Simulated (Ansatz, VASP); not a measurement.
HgSe: VASP beside Ansatz

File INCAR:

```
SYSTEM = HgSe
ALGO = Normal
EDIFF = 1E-6
ENCUT = 500
GGA = PE
GGA_COMPAT = .False.
ISIF = 2
ISMEAR = -1
LASPH = .True.
LCHARG = .False.
LREAL = .False.
LWAVE = .False.
NBANDS = 16
NELM = 120
PREC = Accurate
SIGMA = 0.02
```

Contents of KPOINTS:

```
k-points
0
Gamma
  9 9 9
  0 0 0
```

Contents of POSCAR:

```
HgSe
1.0
    0.0000000000      3.0759519500      3.0759519500
    3.0759519500      0.0000000000      3.0759519500
    3.0759519500      3.0759519500      0.0000000000
Hg Se
1 1
Direct
    0.0000000000      0.0000000000      0.0000000000
    0.7500000000      0.7500000000      0.7500000000
```

Input for Ansatz:

```yaml
crystal:
  lattice:
    - [0.0, 3.07595195, 3.07595195]
    - [3.07595195, 0.0, 3.07595195]
    - [3.07595195, 3.07595195, 0.0]
  atoms:
    - { symbol: Hg, position: [0.0, 0.0, 0.0] }
    - { symbol: Se, position: [0.75, 0.75, 0.75] }
kpoints:
  mp_grid: { grid: [9, 9, 9] }
scf:
  occupations: { method: fermi_dirac, width: 0.02 }
hamiltonian:
  xc: pbe
  pseudopotentials: { kind: all_electron, lapw: { basis_error: 0.00025 } }
output:
  forces: true
  stress: true
  eigenvalues: true
```

Change from the starting cell: volume scaled by 1.04.

Alike in both runs: task single point; functional PBE; k mesh 9 × 9 × 9; occupations fermi-dirac, width 0.02 eV; no spin polarisation.

|  | VASP | Ansatz |
| --- | --- | --- |
| version | VASP 6.6.1 | Ansatz 0.2.0 |
| potentials or method | VASP PAW PBE potentials, release 64 (Hg, Se), cutoff 500 eV | all-electron LAPW, scalar-relativistic |

|  | VASP | Ansatz | Ansatz less VASP |
| --- | --- | --- | --- |
| pressure (GPa) | 2.8 | 2.5 | -0.25 |

Ansatz ran all-electron here, and VASP with PAW potentials.

Neither program's run includes spin-orbit coupling.
